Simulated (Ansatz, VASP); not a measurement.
## SnTe in VASP and in Ansatz

```
Sn Te
1.0
     0.00000    3.15650    3.15650
     3.15650    0.00000    3.15650
     3.15650    3.15650    0.00000
Sn Te
1 1
Direct
  0.00000 0.00000 0.00000
  0.50000 0.50000 0.50000
```

Alike in both runs: task electric field gradients; functional LDA; k mesh 11 × 11 × 11; occupations fermi-dirac, width 0.08 eV; no spin polarisation.

|  | VASP | Ansatz |
| --- | --- | --- |
| version | VASP 6.6.1 | Ansatz 0.2.0 |
| potentials or method | VASP PAW LDA potentials, release 64 (Sn_d, Te) | PAW with Ansatz's default frozen-core files, scalar-relativistic |
| plane-wave cutoff (eV) | 520 | 420 |
| valence electrons in the cell | 20 | 30 |

```tsv
	VASP	Ansatz	Ansatz less VASP
pressure (GPa)	-1.7	-1.7	-0.05
```

LDA's correlation is that of Perdew and Zunger in VASP and of Perdew and Wang (1992) in Ansatz. VASP's potentials hold 20 valence electrons a cell and Ansatz's 30, so a difference there can come from the potentials and not from the codes.

Neither program's run includes spin-orbit coupling.
